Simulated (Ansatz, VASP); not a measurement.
# One calculation of ZrB2, two programs

INCAR

```
SYSTEM = ZrB2
  ALGO = Normal
  EDIFF = 1E-6
  ENCUT = 520
  GGA = PE
  ISIF = 2
  ISMEAR = -1
  IVDW = 12
  LASPH = .TRUE.
  LCHARG = .TRUE.
  LELF = .TRUE.
  LREAL = .FALSE.
  LVHAR = .TRUE.
  LWAVE = .FALSE.
  NBANDS = 16
  NELM = 80
  PREC = Accurate
  SIGMA = 0.05
```

The input KPOINTS:

```
k-points
0
G
  10 10 8
  0 0 0
```

File POSCAR:

```
ZrB2
1.0
    3.2321726471      0.0000000000      0.0000000000
   -1.6160863235      2.7991436218      0.0000000000
    0.0000000000      0.0000000000      3.6022921016
Zr B
1 2
Direct
    0.0000000000      0.0000000000      0.0000000000
    0.6666666667      0.3333333333      0.5000000000
    0.3333333333      0.6666666667      0.5000000000
```

File input.yaml:

```yaml
crystal:
  lattice:
    - [3.2321726471, 0.0, 0.0]
    - [-1.6160863235, 2.7991436218, 0.0]
    - [0.0, 0.0, 3.6022921016]
  atoms:
    - { symbol: Zr, position: [0.0, 0.0, 0.0] }
    - { symbol: B, position: [0.6666666667, 0.3333333333, 0.5] }
    - { symbol: B, position: [0.3333333333, 0.6666666667, 0.5] }
hamiltonian:
  xc: pbe
  pseudopotentials: { kind: paw }
  dispersion: d3bj
kpoints:
  mp_grid: { grid: [10, 10, 8] }
scf:
  occupations: { method: fermi_dirac, width: 0.05 }
output:
  forces: true
  stress: true
  eigenvalues: true
```

Alike in both runs: task single point; functional PBE; dispersion D3(BJ); k mesh 10 × 10 × 8; occupations fermi-dirac, width 0.05 eV; no spin polarisation.

|  | VASP | Ansatz |
| --- | --- | --- |
| version | VASP 6.6.1 | Ansatz 0.2.0 |
| potentials or method | VASP PAW PBE potentials, release 64 (Zr_sv, B) | Ansatz PAW |
| plane-wave cutoff (eV) | 520 | 420 |
| valence electrons in the cell | 18 | 18 |

Ansatz gave:

```
gap on the k mesh at the Fermi level (eV)                     : none
pressure (GPa)                                                : -17.3
traceless stress, the component that is largest in VASP (GPa) : 1.69
```

Problem. Which values does VASP return?

Solution. gap on the k mesh at the Fermi level (eV): none; pressure (GPa): -17.2; traceless stress, the component that is largest in VASP (GPa): 1.72.

A gap of «none» marks a metal or a gap that the smearing closes.
